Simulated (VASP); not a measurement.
# GaP (zincblende type) (F-43m) in VASP: single point with PBE

Aim: the single point of GaP (zincblende type) with PBE.

Program: VASP 6.6.1. These are calculated values, not measurements. Logs are shortened: lines on timing, memory, paths and dates and some standing lists are left out, and cuts for length are marked.

## Step 1: The cell of the first run

It takes space group F-43m (No. 216, cubic). Conventional cell: a = 5.614 Å, b = 5.614 Å, c = 5.614 Å, α = 90.00°, β = 90.00°, γ = 90.00°. Within 3.2 Å of Ga (site symmetry -43m) lie 4 P at 2.43 Å. P (site symmetry -43m) has 4 Ga at 2.43 Å within 3.2 Å.

## Step 2: Single point, PBE (volume scaled by 1.06)

Input file INCAR:

```
SYSTEM = GaP
PREC     = Accurate       ! precision mode
ENCUT    = 520            ! plane-wave cutoff, eV
EDIFF    = 1E-7           ! SCF threshold, eV
ISMEAR   = -1             ! smearing method
SIGMA    = 0.03           ! smearing width, eV
LREAL    = .False.        ! projectors in reciprocal space
LASPH    = .True.         ! aspherical terms in the spheres
NELM     = 60             ! most SCF steps
ALGO     = Normal         ! electronic algorithm
ISIF     = 2              ! what is computed and relaxed
LWAVE    = .False.        ! write WAVECAR
LCHARG   = .True.         ! write CHGCAR
GGA      = PE             ! functional
LELF     = .True.         ! ELF
LVHAR    = .True.       
NBANDS   = 16             ! bands
```

Input file KPOINTS:

```
regular mesh
0
Gamma
  13 13 13
  0 0 0
```

Input file POSCAR:

```
GaP
1.0
    0.0000000000      2.8070035029      2.8070035029
    2.8070035029      0.0000000000      2.8070035029
    2.8070035029      2.8070035029      0.0000000000
Ga P
1 1
Direct
    0.0000000000      0.0000000000      0.0000000000
    0.2500000000      0.2500000000      0.2500000000
```

Potentials or basis: VASP PAW PBE potentials, release 64 (Ga_d, P).

Run with:

```console
> cat potpaw_PBE.64/Ga_d/POTCAR potpaw_PBE.64/P/POTCAR > POTCAR
> mpirun -np 1 vasp_std > vasp.out
```

OUTCAR:

```text
SYSTEM = GaP
   PREC = Accurate
   ENCUT = 520
   EDIFF = 1E-7
   ISMEAR = -1
   LREAL = .False.
   LASPH = .True.
   NELM = 60
   ISIF = 2
   GGA = PE

 ion  position               nearest neighbor table
   1  0.000  0.000  0.000-   2 2.43   2 2.43   2 2.43   2 2.43
   2  0.250  0.250  0.250-   1 2.43   1 2.43   1 2.43   1 2.43

  LATTYP: Found a face centered cubic cell.
 ALAT       =     5.6140070058

  Lattice vectors:

 A1 = (   0.0000000000,   2.8070035029,   2.8070035029)
 A2 = (   2.8070035029,   0.0000000000,   2.8070035029)
 A3 = (   2.8070035029,   2.8070035029,   0.0000000000)

Analysis of symmetry for initial positions (statically):
=====================================================================
 Subroutine PRICEL returns:
 Original cell was already a primitive cell.

 Routine SETGRP: Setting up the symmetry group for a
 face centered cubic supercell.

 Subroutine GETGRP returns: Found 24 space group operations
 (whereof 24 operations were pure point group operations)
 out of a pool of 48 trial point group operations.

The static configuration has the point symmetry T_d .

Analysis of symmetry for dynamics (positions and initial velocities):
=====================================================================
 Subroutine PRICEL returns:
 Original cell was already a primitive cell.

 Routine SETGRP: Setting up the symmetry group for a
 face centered cubic supercell.

 Subroutine GETGRP returns: Found 24 space group operations
 (whereof 24 operations were pure point group operations)
 out of a pool of 48 trial point group operations.

The dynamic configuration has the point symmetry T_d .

 Subroutine INISYM returns: Found 24 space group operations
 (whereof 24 operations are pure point group operations),
 and found     1 'primitive' translations

----------------------------------------------------------------------------------------

                                     Primitive cell

  volume of cell :      44.2343

  direct lattice vectors                    reciprocal lattice vectors
     0.000000000  2.807003503  2.807003503    -0.178125891  0.178125891  0.178125891
     2.807003503  0.000000000  2.807003503     0.178125891 -0.178125891  0.178125891
     2.807003503  2.807003503  0.000000000     0.178125891  0.178125891 -0.178125891

  length of vectors
     3.969702423  3.969702423  3.969702423     0.308523093  0.308523093  0.308523093

  position of ions in fractional coordinates (direct lattice)
     0.000000000  0.000000000  0.000000000
     0.250000000  0.250000000  0.250000000

  ion indices of the primitive-cell ions
   primitive index   ion index
                 1           1
                 2           2

----------------------------------------------------------------------------------------

 KPOINTS: regular mesh

Automatic generation of k-mesh.
 Grid dimensions read from file:
 generate k-points for:   13   13   13

 Generating k-lattice:

  Cartesian coordinates                     Fractional coordinates (reciprocal lattice)
    -0.013701992  0.013701992  0.013701992     0.076923077  0.000000000  0.000000000
     0.013701992 -0.013701992  0.013701992     0.000000000  0.076923077  0.000000000
     0.013701992  0.013701992 -0.013701992     0.000000000  0.000000000  0.076923077

  Length of vectors
     0.023732546  0.023732546  0.023732546

  Shift w.r.t. Gamma in fractional coordinates (k-lattice)
     0.000000000  0.000000000  0.000000000

 Subroutine IBZKPT returns following result:
 ===========================================

 Found     84 irreducible k-points:

 Following reciprocal coordinates:
            Coordinates               Weight
  0.000000  0.000000  0.000000      1.000000
  0.076923  0.000000  0.000000      8.000000
  0.153846  0.000000  0.000000      8.000000
  0.230769  0.000000  0.000000      8.000000
  0.307692  0.000000  0.000000      8.000000
  0.384615  0.000000  0.000000      8.000000
[... 16 lines left out ...]
  0.384615  0.153846  0.000000     24.000000
  0.461538  0.153846  0.000000     24.000000
 [... further k-points ...]
   k-points           NKPTS =     84   k-points in BZ     NKDIM =     84   number of bands    NBANDS=     16
   number of dos      NEDOS =    301   number of ions     NIONS =      2
   total plane-waves  NPLWV =  27000
   dimension x,y,z NGX =    30 NGY =   30 NGZ =   30
   dimension x,y,z NGXF=    60 NGYF=   60 NGZF=   60
   ions per type =               1   1
   NGX,Y,Z   is equivalent  to a cutoff of  12.56, 12.56, 12.56 a.u.
   NGXF,Y,Z  is equivalent  to a cutoff of  25.13, 25.13, 25.13 a.u.
 SYSTEM =  GaP
   PREC   = accura    normal or accurate (medium, high low for compatibility)
   ISTART =      0    job   : 0-new  1-cont  2-samecut
   ICHARG =      2    charge: 1-file 2-atom 10-const
   ISPIN  =      1    spin polarized calculation?
   LNONCOLLINEAR =      F non collinear calculations
   LSORBIT =      F    spin-orbit coupling
   LASPH  =      T    aspherical Exc in radial PAW
   ENCUT  =  520.0 eV  38.22 Ry    6.18 a.u.   7.38  7.38  7.38*2*pi/ulx,y,z
   NELM   =     60;   NELMIN=  2; NELMDL= -5     # of ELM steps
   EDIFF  = 0.1E-06   stopping-criterion for ELM
   LREAL  =      F    real-space projection
   EDIFFG = 0.1E-05   stopping-criterion for IOM
   NSW    =      0    number of steps for IOM
   IBRION =     -1    ionic relax: 0-MD 1-quasi-New 2-CG
   NFREE  =      0    steps in history (QN), initial steepest desc. (CG)
   ISIF   =      2    stress and relaxation
   ISYM   =      2    0-nonsym 1-usesym 2-fastsym
   POTIM  = 0.5000    time-step for ionic-motion
   TEBEG  =    0.0;   TEEND  =   0.0 temperature during run
   PSTRESS=    0.0 pullay stress
   NELECT =      18.0000    total number of electrons
   NUPDOWN=      -1.0000    fix difference up-down
   EMIN   =  10.00;   EMAX   =-10.00  energy-range for DOS
   EFERMI =   0.00;   METHOD = LEGACY
   ISMEAR =    -1;   SIGMA  =   0.03  broadening in eV -4-tet -1-fermi 0-gaus
   EFERMI_NEDOS =   21; number of points for ismear=-14 and -15
   IALGO  =     38    algorithm
   IMIX   =      4    mixing-type and parameters
     AMIX     =   0.40;   BMIX     =  1.00
     AMIX_MAG =   1.60;   BMIX_MAG =  1.00
  volume/ion in A,a.u.               =      22.12       149.25
  Fermi-wavevector in a.u.,A,eV,Ry     =   1.213145  2.292512 20.023977  1.471721
  Thomas-Fermi vector in A             =   2.348606
   LORBIT       =      0    0 simple, 1 ext, 2 COOP (PROOUT), +10 PAW based schemes
   GGA     = PE    functional components
[... 5 lines left out ...]
 non-spin polarized calculation
  energy-cutoff  :      520.00
  volume of cell :       44.23
 maximum number of plane-waves:      1243
 NGX is ok and might be reduce to    30
   NGX = 15   NGY = 15   NGZ = 15

 number of electron      18.0000010 magnetization

 Free energy of the ion-electron system (eV)
  ---------------------------------------------------
  ext. energy  EPLUGINS =         0.00000000
  ---------------------------------------------------
  free energy    TOTEN  =        -9.09606744 eV

  energy without entropy =       -9.09606744  energy(sigma->0) =       -9.09606744

 E-fermi :   4.3319     XC(G=0):  -9.4352

 val. band max:        3.7882530312   @ k =   0.0000   0.0000   0.0000
 cond. band min:       4.8962751766   @ k =   0.0000   0.0000   0.0000
 fundamental gap:      1.1080221454
 Fermi energy:         4.3319362393

 k-point     1 :       0.0000    0.0000    0.0000
  band No.  band energies     occupation
      1     -10.6389      2.00000
      2     -10.6389      2.00000
      3     -10.6389      2.00000
      4     -10.5634      2.00000
      5     -10.5634      2.00000
      6      -8.0718      2.00000
[... 8 lines left out ...]
     15      13.4486      0.00000
     16      13.4486      0.00000

 k-point     2 :       0.0769    0.0000    0.0000
  band No.  band energies     occupation
      1     -10.6424      2.00000
      2     -10.6375      2.00000
      3     -10.6375      2.00000
      4     -10.5634      2.00000
      5     -10.5634      2.00000
      6      -8.0032      2.00000
[... 8 lines left out ...]
     15      13.1580      0.00000
     16      13.1580      0.00000

 k-point     3 :       0.1538    0.0000    0.0000
  band No.  band energies     occupation
      1     -10.6518      2.00000
      2     -10.6338      2.00000
      3     -10.6338      2.00000
      4     -10.5633      2.00000
      5     -10.5633      2.00000
      6      -7.8015      2.00000
[... 8 lines left out ...]
     15      12.7372      0.00000
     16      13.3621      0.00000

 k-point     4 :       0.2308    0.0000    0.0000
  band No.  band energies     occupation
      1     -10.6647      2.00000
      2     -10.6291      2.00000
      3     -10.6291      2.00000
      4     -10.5627      2.00000
      5     -10.5627      2.00000
      6      -7.4804      2.00000
[... 8 lines left out ...]
     15      12.6366      0.00000
     16      13.5360      0.00000

 k-point     5 :       0.3077    0.0000    0.0000
  band No.  band energies     occupation
      1     -10.6779      2.00000
      2     -10.6248      2.00000
      3     -10.6248      2.00000
      4     -10.5613      2.00000
      5     -10.5613      2.00000
      6      -7.0704      2.00000
[... 8 lines left out ...]
     15      13.0375      0.00000
     16      13.2750      0.00000

 k-point     6 :       0.3846    0.0000    0.0000
  band No.  band energies     occupation
      1     -10.6884      2.00000
      2     -10.6219      2.00000
      3     -10.6219      2.00000
      4     -10.5595      2.00000
      5     -10.5595      2.00000
      6      -6.6387      2.00000
[... 8 lines left out ...]
     15      13.8897      0.00000
     16      13.8897      0.00000
[... 267 lines left out ...]
 k-point    21 :       0.2308    0.1538    0.0000
  band No.  band energies     occupation
      1     -10.6711      2.00000
      2     -10.6244      2.00000
      3     -10.6237      2.00000
      4     -10.5696      2.00000
      5     -10.5584      2.00000
      6      -7.4725      2.00000
[... 8 lines left out ...]
     15      13.8671      0.00000
     16      14.6790      0.00000

 k-point    22 :       0.3077    0.1538    0.0000
  band No.  band energies     occupation
      1     -10.6814      2.00000
      2     -10.6209      2.00000
      3     -10.6188      2.00000
      4     -10.5702      2.00000
      5     -10.5570      2.00000
      6      -7.1254      2.00000
[... 8 lines left out ...]
     15      14.0843      0.00000
     16      14.9168      0.00000

 k-point    23 :       0.3846    0.1538    0.0000
  band No.  band energies     occupation
      1     -10.6903      2.00000
      2     -10.6186      2.00000
      3     -10.6153      2.00000
      4     -10.5690      2.00000
      5     -10.5559      2.00000
      6      -6.7093      2.00000
[... 8 lines left out ...]
     15      14.6999      0.00000
     16      14.7439      0.00000

 k-point    24 :       0.4615    0.1538    0.0000
  band No.  band energies     occupation
      1     -10.6963      2.00000
      2     -10.6174      2.00000
      3     -10.6135      2.00000
      4     -10.5665      2.00000
      5     -10.5560      2.00000
      6      -6.3115      2.00000
[... 8 lines left out ...]
     15      15.1067      0.00000
     16      15.3571      0.00000

 [... further k-points ...]
[... 5 lines left out ...]
  --------------------------------------------------------------------------------------
  -------------------------------------------------------------------------------------
  Total       -1.0736568     -1.0736568     -1.0736568      0.0000000      0.0000000     -0.0000000
  in kB      -38.8881423    -38.8881423    -38.8881423      0.0000000      0.0000000     -0.0000000
  external PRESSURE =     -38.8881423 kB  Pullay stress =       0.0000000 kB

 VOLUME and BASIS-vectors are now :
 -----------------------------------------------------------------------------
  energy-cutoff  :      520.00
  volume of cell :       44.23
      direct lattice vectors                 reciprocal lattice vectors
     0.000000000  2.807003503  2.807003503    -0.178125891  0.178125891  0.178125891
     2.807003503  0.000000000  2.807003503     0.178125891 -0.178125891  0.178125891
     2.807003503  2.807003503  0.000000000     0.178125891  0.178125891 -0.178125891

 POSITION                                       TOTAL-FORCE (eV/Angst)
 -----------------------------------------------------------------------------------
      0.00000      0.00000      0.00000         0.000000      0.000000      0.000000
      1.40350      1.40350      1.40350        -0.000000     -0.000000     -0.000000
 -----------------------------------------------------------------------------------
    total drift:                                0.000002      0.000002      0.000002

  FREE ENERGIE OF THE ION-ELECTRON SYSTEM (eV)
  ---------------------------------------------------
  free  energy   TOTEN  =        -9.0960674406 eV

  energy  without entropy=       -9.0960674405  energy(sigma->0) =       -9.09606744
```

Wall time 1.9 min (1 thread of AMD EPYC 7R13, shared host); peak memory 0.18 GiB.

What came out:

| Item | Value |
| --- | --- |
| Free energy | -9.0961 eV |
| Pressure | -3.9 GPa |
| Band gap on the k mesh | 1.11 eV, direct |

Levels at points of the mesh, in eV from the valence-band top:
```csv
k point,band 6,band 7,band 8,band 9,band 10,band 11,band 12,band 13
"(0.00, 0.00, 0.00)",-11.86,0.00,0.00,0.00,1.11,3.90,3.90,3.90
```
